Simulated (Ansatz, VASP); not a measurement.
## One calculation of SrCl2, two programs

INCAR

```
PREC = Accurate
ENCUT = 520
EDIFF = 1E-6
ISMEAR = 0
SIGMA = 0.05
LREAL = False
LASPH = True
NELM = 100
ALGO = Normal
ISIF = 2
LWAVE = False
LCHARG = False
GGA = PS
NBANDS = 60
```

File KPOINTS:

```
Automatic mesh
0
Gamma
  4 4 4
```

File POSCAR:

```
SrCl2
1.0
    6.9710000000      0.0000000000      0.0000000000
    0.0000000000     -6.9710000000      0.0000000000
    0.0000000000      0.0000000000     -6.9710000000
Sr Cl
4 8
Direct
    0.0000000000      0.5000000000      0.5000000000
    0.5000000000      0.0000000000      0.5000000000
    0.5000000000      0.5000000000      0.0000000000
    0.0000000000      0.0000000000      0.0000000000
    0.2500000000      0.2500000000      0.2500000000
    0.7500000000      0.7500000000      0.2500000000
    0.7500000000      0.2500000000      0.7500000000
    0.2500000000      0.7500000000      0.7500000000
    0.7500000000      0.7500000000      0.7500000000
    0.2500000000      0.2500000000      0.7500000000
    0.2500000000      0.7500000000      0.2500000000
    0.7500000000      0.2500000000      0.2500000000
```

Input for Ansatz:

```yaml
crystal:
  lattice:
    - [6.971, 0.0, 0.0]
    - [0.0, -6.971, 0.0]
    - [0.0, 0.0, -6.971]
  atoms:
    - { symbol: Sr, position: [0.0, 0.5, 0.5] }
    - { symbol: Sr, position: [0.5, 0.0, 0.5] }
    - { symbol: Sr, position: [0.5, 0.5, 0.0] }
    - { symbol: Sr, position: [0.0, 0.0, 0.0] }
    - { symbol: Cl, position: [0.25, 0.25, 0.25] }
    - { symbol: Cl, position: [0.75, 0.75, 0.25] }
    - { symbol: Cl, position: [0.75, 0.25, 0.75] }
    - { symbol: Cl, position: [0.25, 0.75, 0.75] }
    - { symbol: Cl, position: [0.75, 0.75, 0.75] }
    - { symbol: Cl, position: [0.25, 0.25, 0.75] }
    - { symbol: Cl, position: [0.25, 0.75, 0.25] }
    - { symbol: Cl, position: [0.75, 0.25, 0.25] }
basis:
  ecutwfc: 420
kpoints:
  mp_grid: { grid: [4, 4, 4] }
hamiltonian:
  xc: pbesol
scf:
  occupations: { method: gaussian, width: 0.05 }
output:
  forces: true
  stress: true
  eigenvalues: true
  write_density: true
  write_potential: true
  elf: true
  volumetric_format: npy
```

Alike in both runs: task single point; functional PBEsol; k mesh 4 × 4 × 4; occupations gaussian, width 0.05 eV; no spin polarisation.

|  | VASP | Ansatz |
| --- | --- | --- |
| version | VASP 6.6.1 | Ansatz 0.2.0 |
| potentials or method | VASP PAW PBE potentials, release 64 (Sr_sv, Cl), cutoff 520 eV | scalar-relativistic, plane waves, PAW |
| valence electrons in the cell | 96 | 96 |

```tsv
	VASP	Ansatz	Ansatz less VASP
gap on the k mesh at the Fermi level (eV)	5.14	5.15	+0.010
least direct gap on the mesh (eV)	5.14	5.15	+0.010
pressure (GPa)	-0.9	-1.0	-0.12
```

VASP's potentials were made for PBE, not for PBEsol.
